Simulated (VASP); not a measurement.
# BeS (F-43m) in VASP: elastic constants with PBE

Aim: the elastic constants of BeS with PBE.

All numbers are computed with VASP 6.6.1; they aren't measurements. Logs are shortened: lines on timing, memory, paths and dates and some standing lists are left out, and cuts for length are marked.

## 1. The cell of the first run

The structure is cubic, space group F-43m (No. 216). The conventional cell has a = 4.876 Å, b = 4.876 Å, c = 4.876 Å, α = 90.00°, β = 90.00°, γ = 90.00°. Be (site symmetry -43m) has 4 S at 2.11 Å within 2.8 Å. Within 2.8 Å of S (site symmetry -43m) lie 4 Be at 2.11 Å.

## 2. Elastic constants, PBE

The input, INCAR:

```
PREC = Accurate
ENCUT = 600
EDIFF = 1E-8
ISMEAR = 0
SIGMA = 0.01
LREAL = F
LASPH = T
NELM = 100
ALGO = Normal
ISIF = 3
LWAVE = F
LCHARG = F
GGA = PE
NBANDS = 11
IBRION = 6
NFREE = 2
POTIM = 0.015
NSW = 1
```

The input, KPOINTS:

```
Automatic mesh
0
Gamma
  12 12 12
```

The input, POSCAR:

```
BeS
1.0
    0.0000000000      2.4380427912      2.4380427912
    2.4380427912      0.0000000000      2.4380427912
    2.4380427912      2.4380427912      0.0000000000
Be S
1 1
Direct
    0.0000000000      0.0000000000      0.0000000000
    0.7500000000      0.7500000000      0.7500000000
```

Potentials or basis: VASP PAW PBE potentials, release 64 (Be, S).

Run with:

```sh
cat potpaw_PBE.64/Be/POTCAR potpaw_PBE.64/S/POTCAR > POTCAR
mpirun -np 1 vasp_std > vasp.out
```

OUTCAR:

```text
PREC = Accurate
   ENCUT = 600
   EDIFF = 1E-8
   ISMEAR = 0
   LREAL = F
   LASPH = T
   NELM = 100
   ISIF = 3
   GGA = PE
   IBRION = 6
   NFREE = 2
   POTIM = 0.015
   NSW = 1

 ion  position               nearest neighbor table
   1  0.000  0.000  0.000-   2 2.11   2 2.11   2 2.11   2 2.11
   2  0.750  0.750  0.750-   1 2.11   1 2.11   1 2.11   1 2.11

  LATTYP: Found a face centered cubic cell.
 ALAT       =     4.8760855824

  Lattice vectors:

 A1 = (   0.0000000000,   2.4380427912,   2.4380427912)
 A2 = (   2.4380427912,   0.0000000000,   2.4380427912)
 A3 = (   2.4380427912,   2.4380427912,   0.0000000000)

Analysis of symmetry for initial positions (statically):
=====================================================================
 Subroutine PRICEL returns:
 Original cell was already a primitive cell.

 Routine SETGRP: Setting up the symmetry group for a
 face centered cubic supercell.

 Subroutine GETGRP returns: Found 24 space group operations
 (whereof 24 operations were pure point group operations)
 out of a pool of 48 trial point group operations.

The static configuration has the point symmetry T_d .

Analysis of symmetry for dynamics (positions and initial velocities):
=====================================================================
 Subroutine PRICEL returns:
 Original cell was already a primitive cell.

 Routine SETGRP: Setting up the symmetry group for a
 face centered cubic supercell.

 Subroutine GETGRP returns: Found 24 space group operations
 (whereof 24 operations were pure point group operations)
 out of a pool of 48 trial point group operations.

The dynamic configuration has the point symmetry T_d .

 Subroutine INISYM returns: Found 24 space group operations
 (whereof 24 operations are pure point group operations),
 and found     1 'primitive' translations

----------------------------------------------------------------------------------------

                                     Primitive cell

  volume of cell :      28.9837

  direct lattice vectors                    reciprocal lattice vectors
     0.000000000  2.438042791  2.438042791    -0.205082537  0.205082537  0.205082537
     2.438042791  0.000000000  2.438042791     0.205082537 -0.205082537  0.205082537
     2.438042791  2.438042791  0.000000000     0.205082537  0.205082537 -0.205082537

  length of vectors
     3.447913181  3.447913181  3.447913181     0.355213373  0.355213373  0.355213373

  position of ions in fractional coordinates (direct lattice)
     0.000000000  0.000000000  0.000000000
     0.750000000  0.750000000  0.750000000

  ion indices of the primitive-cell ions
   primitive index   ion index
                 1           1
                 2           2

----------------------------------------------------------------------------------------

 KPOINTS: Automatic mesh

Automatic generation of k-mesh.
 Grid dimensions read from file:
 generate k-points for:   12   12   12

 Generating k-lattice:

  Cartesian coordinates                     Fractional coordinates (reciprocal lattice)
    -0.017090211  0.017090211  0.017090211     0.083333333  0.000000000  0.000000000
     0.017090211 -0.017090211  0.017090211     0.000000000  0.083333333  0.000000000
     0.017090211  0.017090211 -0.017090211     0.000000000  0.000000000  0.083333333

  Length of vectors
[... 109 lines left out ...]
  Direction    XX          YY          ZZ          XY          YZ          ZX
  --------------------------------------------------------------------------------------
  -------------------------------------------------------------------------------------
  Total        0.0071849      0.0071849      0.0071849     -0.0000000      0.0000000      0.0000000
  in kB        0.3971736      0.3971736      0.3971736     -0.0000000      0.0000000      0.0000000
  external PRESSURE =       0.3971736 kB  Pullay stress =       0.0000000 kB
[... 89 lines left out ...]
  FREE ENERGIE OF THE ION-ELECTRON SYSTEM (eV)
  ---------------------------------------------------
  free  energy   TOTEN  =       -10.0104100803 eV

  energy  without entropy=      -10.0104100803  energy(sigma->0) =      -10.01041008

[... ionic steps 4 to 14 ...]

--------------------------------------- Ionic step       15  -------------------------------------------

 number of electron       7.9999999 magnetization

------------------------ aborting loop because EDIFF is reached ----------------------------------------
[... 67 lines left out ...]
--------------------------------------- Ionic step       17  -------------------------------------------

 number of electron       7.9999999 magnetization

 Free energy of the ion-electron system (eV)
  ---------------------------------------------------
  ext. energy  EPLUGINS =         0.00000000
  ---------------------------------------------------
  free energy    TOTEN  =       -10.01283758 eV

  energy without entropy =      -10.01283758  energy(sigma->0) =      -10.01283758

 E-fermi :   4.1510     XC(G=0):  -9.6643

 val. band max:        4.0584569574   @ k =   0.0000   0.0000   0.0000
 cond. band min:       7.1553112525   @ k =   0.5000   0.5000   0.0000
 fundamental gap:      3.0968542951
 Fermi energy:         4.1509662276

 k-point     1 :       0.0000    0.0000    0.0000
  band No.  band energies     occupation
      1      -9.5760      2.00000
      2       3.9587      2.00000
      3       4.0099      2.00000
      4       4.0585      2.00000
      5       9.6649      0.00000
      6       9.6813      0.00000
      7       9.7076      0.00000
      8       9.7631      0.00000
      9      16.7911      0.00000
     10      16.7917      0.00000
     11      18.7553      0.00000
[... 309 lines left out ...]
 k-point    24 :      -0.4167    0.1667    0.0000
  band No.  band energies     occupation
      1      -7.8578      2.00000
      2      -1.3116      2.00000
      3       1.6803      2.00000
      4       2.6737      2.00000
      5       9.6100      0.00000
      6      11.3105      0.00000
      7      11.5868      0.00000
      8      14.8267      0.00000
      9      16.8336      0.00000
     10      17.3790      0.00000
     11      20.4220      0.00000

 [... further k-points ...]

------------------------ aborting loop because EDIFF is reached ----------------------------------------

  FORCE on cell =-STRESS in cart. coord.  units (eV):
  Direction    XX          YY          ZZ          XY          YZ          ZX
  --------------------------------------------------------------------------------------
  -------------------------------------------------------------------------------------
  Total        0.0081736      0.0096850      0.0096850      0.0000000     -0.0603008      0.0000000
  in kB        0.4518229      0.5353706      0.5353706      0.0000000     -3.3333399      0.0000000
  external PRESSURE =       0.5075213 kB  Pullay stress =       0.0000000 kB
[... 17 lines left out ...]
  FREE ENERGIE OF THE ION-ELECTRON SYSTEM (eV)
  ---------------------------------------------------
  free  energy   TOTEN  =       -10.0128375835 eV

  energy  without entropy=      -10.0128375835  energy(sigma->0) =      -10.01283758

 INTERNAL STRAIN TENSORS FROM STRAINED CELLS
 ============================================

 INTERNAL STRAIN TENSOR FOR ION    1 for displacements in x,y,z  (eV/Angst):
          X           Y           Z          XY          YZ          ZX
  --------------------------------------------------------------------------------
  x    -0.00000     0.00000     0.00000     0.00000    -4.00579    -0.00000
  y    -0.00000    -0.00000     0.00000    -0.00000    -0.00000    -4.00572
  z    -0.00000    -0.00000     0.00000    -4.00579    -0.00000    -0.00000

 INTERNAL STRAIN TENSORS FROM DISPLACED ATOMS
 ============================================

 INTERNAL STRAIN TENSOR FOR ION    1 for displacements in x,y,z  (eV/Angst):
          X           Y           Z          XY          YZ          ZX
  --------------------------------------------------------------------------------
  x    -0.00000     0.00000     0.00000     0.00000    -4.00480     0.00000
  y     0.00000     0.00000     0.00000     0.00000     0.00000    -4.00480
  z     0.00000     0.00000    -0.00000    -4.00480     0.00000     0.00000

 INTERNAL STRAIN TENSOR FOR ION    2 for displacements in x,y,z  (eV/Angst):
          X           Y           Z          XY          YZ          ZX
  --------------------------------------------------------------------------------
  x     0.00000    -0.00000    -0.00000     0.00000     4.01137     0.00000
  y     0.00000     0.00000     0.00000     0.00000     0.00000     4.01137
  z    -0.00000    -0.00000     0.00000     4.01137     0.00000     0.00000

 Eigenvectors and eigenvalues of the dynamical matrix
 ----------------------------------------------------

   1 f  =   16.699251 THz   104.924486 2PiTHz  557.027044 cm-1    69.062520 meV
             X         Y         Z           dx          dy          dz
      0.000000  0.000000  0.000000    -0.432016   -0.770709    0.000000
      3.657064  3.657064  3.657064     0.229016    0.408561    0.000000
[... 21 lines left out ...]
   6 f/i=    0.000725 THz     0.004557 2PiTHz    0.024193 cm-1     0.002999 meV
             X         Y         Z           dx          dy          dz
      0.000000  0.000000  0.000000    -0.454639   -0.112580    0.000000
      3.657064  3.657064  3.657064    -0.857629   -0.212371    0.000000

--------------------------------------------------------------------------------------------------------

 ELASTIC MODULI CONTR FROM IONIC RELAXATION (kBar)
 Direction    XX          YY          ZZ          XY          YZ          ZX
 --------------------------------------------------------------------------------
 XX          -0.0000     -0.0000      0.0000      0.0000     -0.0000     -0.0000
 YY          -0.0000     -0.0000     -0.0000      0.0000      0.0000     -0.0000
 ZZ           0.0000     -0.0000     -0.0000     -0.0000      0.0000     -0.0000
 XY           0.0000      0.0000     -0.0000   -110.6291      0.0000      0.0000
 YZ          -0.0000      0.0000      0.0000      0.0000   -110.6291      0.0000
 ZX          -0.0000     -0.0000     -0.0000      0.0000      0.0000   -110.6291
 --------------------------------------------------------------------------------

 TOTAL ELASTIC MODULI (kBar)
 Direction    XX          YY          ZZ          XY          YZ          ZX
 --------------------------------------------------------------------------------
 XX        1571.5276    608.4560    608.4560      0.0000     -0.0000     -0.0000
 YY         608.4560   1571.5276    608.4560      0.0000      0.0000     -0.0000
 ZZ         608.4560    608.4560   1571.5276     -0.0000      0.0000     -0.0000
 XY           0.0000      0.0000     -0.0000    822.5443      0.0000      0.0000
 YZ          -0.0000      0.0000      0.0000      0.0000    822.5443      0.0000
 ZX          -0.0000     -0.0000     -0.0000      0.0000      0.0000    822.5443
 --------------------------------------------------------------------------------
```

Run time: 42 min. Hardware: 1 thread of AMD EPYC, shared host; peak memory 0.38 GiB.

What came out:

```
Elastic constants C11, C12, C44                         : 157, 61, 82 GPa
Voigt bulk modulus                                      : 93 GPa
Highest phonon frequency at Γ, LO-TO splitting left out : 557 cm⁻¹
```

Phonon frequencies in cm⁻¹ (negative: imaginary):
```tsv
q point	frequencies
(0.000, 0.000, 0.000)	0 0 0 557 557 557
```

Elastic tensor in Voigt notation (GPa, in the Cartesian axes of the cell as first typed):
```
157  61  61   0   0   0
 61 157  61   0   0   0
 61  61 157   0   0   0
  0   0   0  82   0   0
  0   0   0   0  82   0
  0   0   0   0   0  82
```

Clamped-ion elastic tensor (GPa):
```
157  61  61   0   0   0
 61 157  61   0   0   0
 61  61 157   0   0   0
  0   0   0  93   0   0
  0   0   0   0  93   0
  0   0   0   0   0  93
```
